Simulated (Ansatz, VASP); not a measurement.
**One calculation of Ge2Sb2Te5, two programs**

INCAR

```
PREC = Accurate
ENCUT = 520
EDIFF = 1E-6
ISMEAR = 0
SIGMA = 0.011
LREAL = False
LASPH = True
NELM = 60
ALGO = Normal
ISIF = 2
LWAVE = False
LCHARG = False
GGA = PE
NBANDS = 44
```

KPOINTS

```
Automatic mesh
0
Gamma
  5 5 4
```

The input POSCAR:

```
Ge2Sb2Te5
1.0
    6.8391360000     -3.0660060000      0.0000000000
    6.8391360000      3.0660060000      0.0000000000
   -6.8309770000      0.0000000000      6.8476090000
Te Sb Ge
5 2 2
Direct
    0.5947020000      0.5947020000      0.3864330000
    0.7952880000      0.7952880000      0.1961120000
    0.0083240000      0.0083240000      0.0064350000
    0.2065190000      0.2065190000      0.8098030000
    0.3999590000      0.3999590000      0.5971180000
    0.9017080000      0.9017080000      0.5878730000
    0.1118700000      0.1118700000      0.4173520000
    0.2842870000      0.2842870000      0.1878300000
    0.4973430000      0.4973430000      0.0110440000
```

Contents of input.yaml:

```yaml
crystal:
  lattice:
    - [6.839136, -3.066006, 0.0]
    - [6.839136, 3.066006, 0.0]
    - [-6.830977, 0.0, 6.847609]
  atoms:
    - { symbol: Te, position: [0.594702, 0.594702, 0.386433] }
    - { symbol: Te, position: [0.795288, 0.795288, 0.196112] }
    - { symbol: Te, position: [0.008324, 0.008324, 0.006435] }
    - { symbol: Te, position: [0.206519, 0.206519, 0.809803] }
    - { symbol: Te, position: [0.399959, 0.399959, 0.597118] }
    - { symbol: Sb, position: [0.901708, 0.901708, 0.587873] }
    - { symbol: Sb, position: [0.11187, 0.11187, 0.417352] }
    - { symbol: Ge, position: [0.284287, 0.284287, 0.18783] }
    - { symbol: Ge, position: [0.497343, 0.497343, 0.011044] }
hamiltonian:
  xc: pbe
  pseudopotentials: { kind: paw }
kpoints:
  mp_grid: { grid: [5, 5, 4] }
scf:
  occupations: { method: gaussian, width: 0.011 }
output:
  forces: true
  stress: true
  eigenvalues: true
  write_density: true
  write_potential: true
  elf: true
  volumetric_format: npy
```

Alike in both runs: task single point; functional PBE; k mesh 5 × 5 × 4; occupations gaussian, width 0.011 eV; no spin polarisation.

|  | VASP | Ansatz |
| --- | --- | --- |
| version | VASP 6.6.1 | Ansatz 0.2.0 |
| potentials or method | VASP PAW PBE potentials, release 64 (Te, Sb, Ge_d) | Ansatz PAW |
| plane-wave cutoff (eV) | 520 | 420 |
| valence electrons in the cell | 68 | 138 |

```csv
,VASP,Ansatz,Ansatz less VASP
gap on the k mesh at the Fermi level (eV),0.25,0.26,+0.003
least direct gap on the mesh (eV),0.32,0.33,+0.003
pressure (GPa),-0.1,-0.1,+0.02
"traceless stress, the component that is largest in VASP (GPa)",-0.30,-0.28,+0.017
rms of the force components (eV/Å),0.057,0.060,+0.0023
```

Atom by atom the forces differ by 0.005 eV/Å (rms over components). VASP's potentials hold 68 valence electrons a cell and Ansatz's 138, so a difference there can come from the potentials and not from the codes.

Spin-orbit coupling is off throughout. Noted on Ansatz's run: odd divisions of the mesh miss points on the zone boundary, where band edges often lie, so the gap on the mesh can be too wide.
